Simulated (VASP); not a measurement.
A run of VASP 6.6.1:

INCAR

```
SYSTEM = CdS
PREC = Accurate
ENCUT = 500
EDIFF = 1E-7
ISMEAR = 0
SIGMA = 0.1
LREAL = .FALSE.
LASPH = .TRUE.
NELM = 120
ALGO = Normal
ISIF = 3
LWAVE = .FALSE.
LCHARG = .FALSE.
GGA = PE
IBRION = 2
NSW = 80
EDIFFG = -0.05
GGA_COMPAT = .FALSE.
NELMIN = 4
```

File KPOINTS:

```
Automatic mesh
0
G
  6 6 6
  0 0 0
```

The input POSCAR:

```
CdS
1.0
    0.0000000000      2.6939229339      2.6939229339
    2.6939229339      0.0000000000      2.6939229339
    2.6939229339      2.6939229339      0.0000000000
Cd S
1 1
Direct
    0.2500000000      0.2500000000      0.2500000000
    0.0000000000      0.0000000000      0.0000000000
```

Potentials or basis: VASP PAW PBE potentials, release 64 (Cd, S).

The run is started by

```sh
$ cat potpaw_PBE.64/Cd/POTCAR potpaw_PBE.64/S/POTCAR > POTCAR
$ mpirun -np 1 vasp_std > vasp.out
```

Hardware: 1 thread of Intel Xeon 8259CL, with other jobs on the host.

Problem. How long does it take, and how much memory?

Solution. Wall time 39 s on 1 thread of Intel Xeon 8259CL, with other jobs on the host, peak memory 0.16 GiB. Counts: scf iterations 38, k points 16, ion steps 3.
